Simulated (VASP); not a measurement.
Input of a VASP 6.6.1 run:

File INCAR:

```
PREC = Accurate
ENCUT = 520
EDIFF = 1E-6
ISMEAR = -1
SIGMA = 0.02
LREAL = False
LASPH = True
NELM = 60
ALGO = Normal
ISIF = 2
LWAVE = False
LCHARG = False
GGA = PE
NBANDS = 16
```

KPOINTS

```
Automatic mesh
0
Gamma
  3 3 3
```

The input POSCAR:

```
CdTe
1.0
    0.0000000000      3.2050000000      3.2050000000
    3.2050000000      0.0000000000      3.2050000000
    3.2050000000      3.2050000000      0.0000000000
Te Cd
1 1
Direct
    0.7500000000      0.7500000000      0.7500000000
    0.0000000000      0.0000000000      0.0000000000
```

Potentials or basis: VASP PAW PBE potentials, release 64 (Te, Cd).

Launch:

```console
$ cat potpaw_PBE.64/Te/POTCAR potpaw_PBE.64/Cd/POTCAR > POTCAR
$ mpirun -np 1 vasp_std > vasp.out
```

Problem. What does it give for the pressure?

Solution. 5.3 GPa.

Problem. What does it give for the band gap on the k mesh?

Solution. 0.84 eV.

Caveat: the k points lie up to 0.57 Å⁻¹ apart; spin-orbit coupling is left out, which moves the levels of the heavy elements. As with any semilocal functional, this PBE gap is likely too small.
